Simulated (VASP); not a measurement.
# GaN (F-43m) in VASP: notebook, part 2 of 2

VASP 6.6.1.

## 4. Vibrations by perturbation theory, LDA (volume scaled by 1.015)

INCAR

```
ALGO = Normal
EDIFF = 1E-8
ENCUT = 520
IBRION = 8
ISIF = 2
ISMEAR = 0
LASPH = True
LCHARG = False
LREAL = False
LWAVE = False
NBANDS = 16
NELM = 100
NSW = 1
PREC = Accurate
SIGMA = 0.01
```

KPOINTS

```
k-points
0
Gamma
  8 8 8
```

POSCAR

```
GaN
1.0
    0.0000000000      2.2387885297      2.2387885297
    2.2387885297      0.0000000000      2.2387885297
    2.2387885297      2.2387885297      0.0000000000
Ga N
1 1
Direct
    0.0000000000      0.0000000000      0.0000000000
    0.2500000000      0.2500000000      0.2500000000
```

Potentials or basis: VASP PAW LDA potentials, release 64 (Ga_d, N).

Run with:

```sh
$ cat potpaw_LDA.64/Ga_d/POTCAR potpaw_LDA.64/N/POTCAR > POTCAR
$ mpirun -np 1 vasp_std > vasp.out
```

OUTCAR:

```text
EDIFF = 1E-8
   ENCUT = 520
   IBRION = 8
   ISIF = 2
   ISMEAR = 0
   LASPH = True
   LREAL = False
   NELM = 100
   NSW = 1
   PREC = Accurate

 ion  position               nearest neighbor table
   1  0.000  0.000  0.000-   2 1.94   2 1.94   2 1.94   2 1.94
   2  0.250  0.250  0.250-   1 1.94   1 1.94   1 1.94   1 1.94

  LATTYP: Found a face centered cubic cell.
 ALAT       =     4.4775770594

  Lattice vectors:

 A1 = (   0.0000000000,   2.2387885297,   2.2387885297)
 A2 = (   2.2387885297,   0.0000000000,   2.2387885297)
 A3 = (   2.2387885297,   2.2387885297,   0.0000000000)

Analysis of symmetry for initial positions (statically):
=====================================================================
 Subroutine PRICEL returns:
 Original cell was already a primitive cell.

 Routine SETGRP: Setting up the symmetry group for a
 face centered cubic supercell.

 Subroutine GETGRP returns: Found 24 space group operations
 (whereof 24 operations were pure point group operations)
 out of a pool of 48 trial point group operations.

The static configuration has the point symmetry T_d .

Analysis of symmetry for dynamics (positions and initial velocities):
=====================================================================
 Subroutine PRICEL returns:
 Original cell was already a primitive cell.

 Routine SETGRP: Setting up the symmetry group for a
 face centered cubic supercell.

 Subroutine GETGRP returns: Found 24 space group operations
 (whereof 24 operations were pure point group operations)
 out of a pool of 48 trial point group operations.

The dynamic configuration has the point symmetry T_d .

 Subroutine INISYM returns: Found 24 space group operations
 (whereof 24 operations are pure point group operations),
 and found     1 'primitive' translations

----------------------------------------------------------------------------------------

                                     Primitive cell

  volume of cell :      22.4424

  direct lattice vectors                    reciprocal lattice vectors
     0.000000000  2.238788530  2.238788530    -0.223335073  0.223335073  0.223335073
     2.238788530  0.000000000  2.238788530     0.223335073 -0.223335073  0.223335073
     2.238788530  2.238788530  0.000000000     0.223335073  0.223335073 -0.223335073

  length of vectors
     3.166125102  3.166125102  3.166125102     0.386827694  0.386827694  0.386827694

  position of ions in fractional coordinates (direct lattice)
     0.000000000  0.000000000  0.000000000
     0.250000000  0.250000000  0.250000000

  ion indices of the primitive-cell ions
   primitive index   ion index
                 1           1
                 2           2

----------------------------------------------------------------------------------------

 KPOINTS: k-points

[... 118 lines left out ...]

 val. band max:        5.2504441210   @ k =   0.0000   0.0000   0.0000
 cond. band min:       7.1254925497   @ k =   0.0000   0.0000   0.0000
 fundamental gap:      1.8750484287
 Fermi energy:         5.3524310276

 k-point     1 :       0.0000    0.0000    0.0000
  band No.  band energies     occupation
      1     -10.7244      2.00000
      2      -8.3229      2.00000
      3      -8.3229      2.00000
      4      -8.3229      2.00000
      5      -7.9847      2.00000
      6      -7.9847      2.00000
[... 433 lines left out ...]
      3      -8.1477      2.00000
      4      -8.0073      2.00000
      5      -7.9500      2.00000
      6      -6.2626      2.00000
[... 8 lines left out ...]
     15      24.0773      0.00000
     16      26.3847      0.00000

 [... further k-points ...]
[... 5 lines left out ...]
  --------------------------------------------------------------------------------------
  -------------------------------------------------------------------------------------
  Total       -0.2641308     -0.2641308     -0.2641308      0.0000000      0.0000000      0.0000000
  in kB      -18.8564701    -18.8564701    -18.8564701      0.0000000      0.0000000      0.0000000
  external PRESSURE =     -18.8564701 kB  Pullay stress =       0.0000000 kB

 VOLUME and BASIS-vectors are now :
 -----------------------------------------------------------------------------
  energy-cutoff  :      520.00
  volume of cell :       22.44
      direct lattice vectors                 reciprocal lattice vectors
     0.000000000  2.238788530  2.238788530    -0.223335073  0.223335073  0.223335073
     2.238788530  0.000000000  2.238788530     0.223335073 -0.223335073  0.223335073
     2.238788530  2.238788530  0.000000000     0.223335073  0.223335073 -0.223335073

 POSITION                                       TOTAL-FORCE (eV/Angst)
 -----------------------------------------------------------------------------------
      0.00000      0.00000      0.00000        -0.000000     -0.000000     -0.000000
      1.11939      1.11939      1.11939         0.000000      0.000000      0.000000
 -----------------------------------------------------------------------------------
    total drift:                                0.000002      0.000002      0.000002

  FREE ENERGIE OF THE ION-ELECTRON SYSTEM (eV)
  ---------------------------------------------------
  free  energy   TOTEN  =       -13.9427261540 eV

  energy  without entropy=      -13.9427261540  energy(sigma->0) =      -13.94272615

[... ionic steps 2 to 3 ...]

--------------------------------------- Ionic step        4  -------------------------------------------

------------------------ aborting loop because EDIFF is reached ----------------------------------------

[... ionic steps 5 to 6 ...]

--------------------------------------- Ionic step        7  -------------------------------------------

 Free energy of the ion-electron system (eV)
  ---------------------------------------------------
  ---------------------------------------------------
  free energy    TOTEN  =        -0.22912131 eV

  energy without entropy =       -0.22912131

------------------------ aborting loop because EDIFF is reached ----------------------------------------

 INTERNAL STRAIN TENSOR  FOR ION    2  DIRECTION 1   (eV/Angst):
 -----------------------------------------------------------------------------
     0.00424  0.00000  0.00000
     0.00000 -0.00703 -8.55906
     0.00000 -8.55906 -0.00703

 INTERNAL STRAIN TENSOR FOR ION    2 for displacements in x,y,z  (eV/Angst):
          X           Y           Z          XY          YZ          ZX
  --------------------------------------------------------------------------------
  x     0.00000    -0.00000    -0.00000     0.00000    -8.55906     0.00000
  y    -0.00000    -0.00000    -0.00000     0.00000     0.00000    -8.55906
  z    -0.00000    -0.00000     0.00000    -8.55906     0.00000     0.00000

 SECOND DERIVATIVES (NOT SYMMETRIZED)
 ------------------------------------
               1X          1Y          1Z          2X          2Y          2Z
  1X   -12.790433    0.000000    0.000000   12.790433    0.000000    0.000000
  1Y     0.000000  -12.790433    0.000000    0.000000   12.790433    0.000000
  1Z     0.000000    0.000000  -12.790433    0.000000    0.000000   12.790433
  2X    12.747602    0.000000    0.000000  -12.747602    0.000000    0.000000
  2Y     0.000000   12.747602    0.000000    0.000000  -12.747602    0.000000
  2Z     0.000000    0.000000   12.747602    0.000000    0.000000  -12.747602

 Eigenvectors and eigenvalues of the dynamical matrix
 ----------------------------------------------------

   1 f  =   16.351005 THz   102.736397 2PiTHz  545.410833 cm-1    67.622294 meV
             X         Y         Z           dx          dy          dz
      0.000000  0.000000  0.000000     0.000000    0.409507    0.000000
      1.119394  1.119394  1.119394     0.000000   -0.912307    0.000000
[... 21 lines left out ...]
   6 f/i=    0.010245 THz     0.064372 2PiTHz    0.341738 cm-1     0.042370 meV
             X         Y         Z           dx          dy          dz
      0.000000  0.000000  0.000000     0.000000    0.000000    0.912307
      1.119394  1.119394  1.119394     0.000000    0.000000    0.409507

--------------------------------------------------------------------------------------------------------

 ELASTIC MODULI CONTR FROM IONIC RELAXATION (kBar)
 Direction    XX          YY          ZZ          XY          YZ          ZX
 --------------------------------------------------------------------------------
 XX          -0.0000     -0.0000      0.0000     -0.0000      0.0000     -0.0000
 YY          -0.0000     -0.0000     -0.0000     -0.0000     -0.0000     -0.0000
 ZZ           0.0000     -0.0000     -0.0000      0.0000     -0.0000     -0.0000
 XY          -0.0000     -0.0000      0.0000   -378.6057      0.0000      0.0000
 YZ           0.0000     -0.0000     -0.0000      0.0000   -378.6057      0.0000
 ZX          -0.0000     -0.0000     -0.0000      0.0000      0.0000   -378.6057
 --------------------------------------------------------------------------------
```

Wall time 32 s (1 thread of Intel Xeon 6975P-C (Granite Rapids), shared host); peak memory 0.2 GiB.

What came out:

- Highest phonon frequency at Γ, LO-TO splitting left out: 545 cm⁻¹

Phonon frequencies in cm⁻¹ (negative: imaginary):
```
              q point        frequencies
(0.000, 0.000, 0.000)  0 0 0 545 545 545
```

Caveat: the cell wasn't relaxed at this level first, which shifts response properties.

## 5. Vibrations by perturbation theory, LDA (volume scaled by 1.015)

INCAR

```
SYSTEM = GaN
  ALGO = Normal
  EDIFF = 1E-8
  ENCUT = 520
  GGA = CA
  IBRION = 8
  ISIF = 2
  ISMEAR = 0
  LASPH = .True.
  LCHARG = .False.
  LREAL = .False.
  LWAVE = .False.
  NBANDS = 16
  NELM = 80
  NSW = 1
  PREC = Accurate
  SIGMA = 0.01
```

KPOINTS

```
k-points
0
Gamma
  8 8 8
  0 0 0
```

POSCAR is that of step 4.

Potentials or basis: VASP PAW LDA potentials, release 64 (Ga_d, N).

Run with:

```sh
$ cat potpaw_LDA.64/Ga_d/POTCAR potpaw_LDA.64/N/POTCAR > POTCAR
$ mpirun -np 1 vasp_std > vasp.out
```

OUTCAR:

```text
SYSTEM = GaN
   EDIFF = 1E-8
   ENCUT = 520
   GGA = CA
   IBRION = 8
   ISIF = 2
   ISMEAR = 0
   LASPH = .True.
   LREAL = .False.
   NELM = 80
   NSW = 1
   PREC = Accurate

 ion  position               nearest neighbor table
   1  0.000  0.000  0.000-   2 1.94   2 1.94   2 1.94   2 1.94
   2  0.250  0.250  0.250-   1 1.94   1 1.94   1 1.94   1 1.94

  LATTYP: Found a face centered cubic cell.
 ALAT       =     4.4775770594
[... 713 lines left out ...]
 ------------------------------------
               1X          1Y          1Z          2X          2Y          2Z
  1X   -12.790433    0.000000    0.000000   12.790433    0.000000    0.000000
  1Y     0.000000  -12.790433    0.000000    0.000000   12.790433    0.000000
  1Z     0.000000    0.000000  -12.790433    0.000000    0.000000   12.790433
  2X    12.747602    0.000000    0.000000  -12.747602    0.000000    0.000000
  2Y     0.000000   12.747602    0.000000    0.000000  -12.747602    0.000000
  2Z     0.000000    0.000000   12.747602    0.000000    0.000000  -12.747602

 Eigenvectors and eigenvalues of the dynamical matrix
 ----------------------------------------------------

   1 f  =   16.351005 THz   102.736397 2PiTHz  545.410833 cm-1    67.622294 meV
             X         Y         Z           dx          dy          dz
      0.000000  0.000000  0.000000     0.000000    0.409507    0.000000
      1.119394  1.119394  1.119394     0.000000   -0.912307    0.000000
[... 21 lines left out ...]
   6 f/i=    0.010245 THz     0.064372 2PiTHz    0.341738 cm-1     0.042370 meV
             X         Y         Z           dx          dy          dz
      0.000000  0.000000  0.000000     0.000000    0.000000    0.912307
      1.119394  1.119394  1.119394     0.000000    0.000000    0.409507

--------------------------------------------------------------------------------------------------------

 ELASTIC MODULI CONTR FROM IONIC RELAXATION (kBar)
 Direction    XX          YY          ZZ          XY          YZ          ZX
 --------------------------------------------------------------------------------
 XX          -0.0000     -0.0000      0.0000     -0.0000      0.0000     -0.0000
 YY          -0.0000     -0.0000     -0.0000     -0.0000     -0.0000     -0.0000
 ZZ           0.0000     -0.0000     -0.0000      0.0000     -0.0000     -0.0000
 XY          -0.0000     -0.0000      0.0000   -378.6057      0.0000      0.0000
 YZ           0.0000     -0.0000     -0.0000      0.0000   -378.6057      0.0000
 ZX          -0.0000     -0.0000     -0.0000      0.0000      0.0000   -378.6057
 --------------------------------------------------------------------------------
```

OSZICAR:

```text
N       E                     dE             d eps       ncg     rms          rms(c)
DAV:   1     0.830044754480E+02    0.83004E+02   -0.94452E+03  1016   0.202E+03
DAV:   2    -0.102274615983E+02   -0.93232E+02   -0.87375E+02  1056   0.338E+02
DAV:   3    -0.159336768725E+02   -0.57062E+01   -0.56833E+01  1096   0.682E+01
DAV:   4    -0.159915687853E+02   -0.57892E-01   -0.57886E-01  1104   0.733E+00
[... 40 lines left out ...]
RMM:   8    -0.229121494128E+00    0.10001E-05   -0.17893E-08  6107   0.424E-04    0.255E-05
RMM:   9    -0.229121206571E+00    0.28756E-06   -0.78995E-10  6234   0.118E-04    0.884E-06
RMM:  10    -0.229121304908E+00   -0.98337E-07    0.10067E-10  6159   0.397E-05    0.203E-06
RMM:  11    -0.229121315101E+00   -0.10193E-07    0.31735E-10  6080   0.130E-05    0.421E-07
RMM:  12    -0.229121309733E+00    0.53684E-08    0.16755E-10  5327   0.503E-06    0.101E-07
 Linear response finished
```

Wall time 32 s (1 thread of Intel Xeon 6975P-C (Granite Rapids), shared host); peak memory 0.2 GiB.

What came out:

```yaml
Highest_phonon_frequency_at_Γ_LO-TO_splitting_left_out: 545 cm⁻¹
```

Phonon frequencies in cm⁻¹ (negative: imaginary):
```csv
q point,frequencies
"(0.000, 0.000, 0.000)",0 0 0 545 545 545
```

Caveat: the cell wasn't relaxed at this level first, which shifts response properties.
